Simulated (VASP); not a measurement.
A run of VASP 6.6.1:

POSCAR

```
InP
1.0
    0.0000000000      2.9537876348      2.9833255112
    2.9537876348      0.0000000000      2.9833255112
    2.9537876348      2.9537876348      0.0000000000
In P
1 1
Direct
    0.0000000000      0.0000000000      0.0000000000
    0.2500000000      0.2500000000      0.2500000000
```

INCAR.step1

```
ALGO = Normal
EDIFF = 1E-4
ENCUT = 520
GGA = PE
GGA_COMPAT = F
ISMEAR = -1
LASPH = T
LCHARG = F
LREAL = F
LSORBIT = T
LWAVE = T
MAGMOM = 0 0 0 0 0 0
NBANDS = 30
NELM = 150
PREC = Accurate
SIGMA = 0.02
```

Contents of INCAR.step2:

```
ALGO = Normal
EDIFF = 1E-7
ENCUT = 520
GGA_COMPAT = F
ISIF = 2
ISMEAR = -1
ISTART = 1
LASPH = T
LCHARG = F
LMIXTAU = T
LORBIT = 11
LORBMOM = T
LREAL = F
LSORBIT = T
LWAVE = F
MAGMOM = 0 0 0 0 0 0
METAGGA = R2SCAN
NBANDS = 30
NELM = 150
PREC = Accurate
SIGMA = 0.02
```

The input KPOINTS:

```
k-points
0
Gamma
  8 8 8
```

Potentials or basis: VASP PAW PBE potentials, release 64 (In_d, P).

Command:

```sh
$ cat potpaw_PBE.64/In_d/POTCAR potpaw_PBE.64/P/POTCAR > POTCAR
$ cp INCAR.step1 INCAR
$ mpirun -np 1 vasp_ncl > vasp.out
$ cp INCAR.step2 INCAR
$ mpirun -np 1 vasp_ncl > vasp.out
```

Hardware: 1 thread of Oxide Virtual Turin-like Processor, on a shared host.

Problem. Estimate the wall time of this run.

Solution. Wall time 38 min on 1 thread of Oxide Virtual Turin-like Processor (shared host), peak memory 0.45 GiB. Counts: k points 87.
